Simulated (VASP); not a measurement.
Input of a VASP 6.6.1 run:

The input INCAR:

```
PREC     = Accurate       # precision mode
ENCUT    = 600            # plane-wave cutoff, eV
EDIFF    = 1E-7           # SCF threshold, eV
ISMEAR   = 0              # smearing method
SIGMA    = 0.01           # smearing width, eV
LREAL    = F              # projectors in reciprocal space
LASPH    = T              # aspherical terms in the spheres
NELM     = 60             # most SCF steps
ALGO     = Normal         # electronic algorithm
ISIF     = 3              # what is computed and relaxed
LWAVE    = F              # write WAVECAR
LCHARG   = F              # write CHGCAR
GGA      = PE             # functional
IBRION   = 2              # ionic algorithm
NSW      = 80             # ionic steps
EDIFFG   = -0.001         # ionic threshold
PSTRESS  = 90.0
```

File KPOINTS:

```
Automatic mesh
0
Gamma
  10 10 10
```

Contents of POSCAR:

```
BAs
1.0
    0.0000000000      2.4046443036      2.4046443036
    2.4046443036      0.0000000000      2.4046443036
    2.4046443036      2.4046443036      0.0000000000
B As
1 1
Direct
    0.0000000000      0.0000000000      0.0000000000
    0.7500000000      0.7500000000      0.7500000000
```

Potentials or basis: VASP PAW PBE potentials, release 64 (B, As).

Run with:

```console
$ cat potpaw_PBE.64/B/POTCAR potpaw_PBE.64/As/POTCAR > POTCAR
$ mpirun -np 1 vasp_std > vasp.out
```

**Question.** Predict the space group after relaxing (to 0.05 Å).

**Answer.** F-43m (No. 216).

**Question.** What does it give for the band gap on the k mesh?

**Answer.** 1.14 eV, indirect (least direct gap 3.32 eV).

**Question.** What does it give for the relaxed cell?

**Answer.** a = 3.338 Å, b = 3.338 Å, c = 3.338 Å, α = 60.00°, β = 60.00°, γ = 60.00°.

**Question.** What does it give for the relaxed volume?

**Answer.** 13.15 Å³/atom.

Step by step:
```csv
step,energy change (eV),largest force (eV/Å),pressure (GPa),volume (Å³)
1,0.0000,0.0000,0.59,27.81
2,0.1558,0.0000,18.61,24.97
3,0.0427,0.0000,8.94,26.31
4,0.0443,0.0000,9.12,26.28
5,0.0424,0.0000,8.90,26.32
6,0.0433,0.0000,9.01,26.30
```

Caveat: the cell is relaxed towards a set pressure, so the enthalpy falls and the energy may rise. Expect the measured gap to be larger: semilocal functionals such as PBE lack the derivative discontinuity.
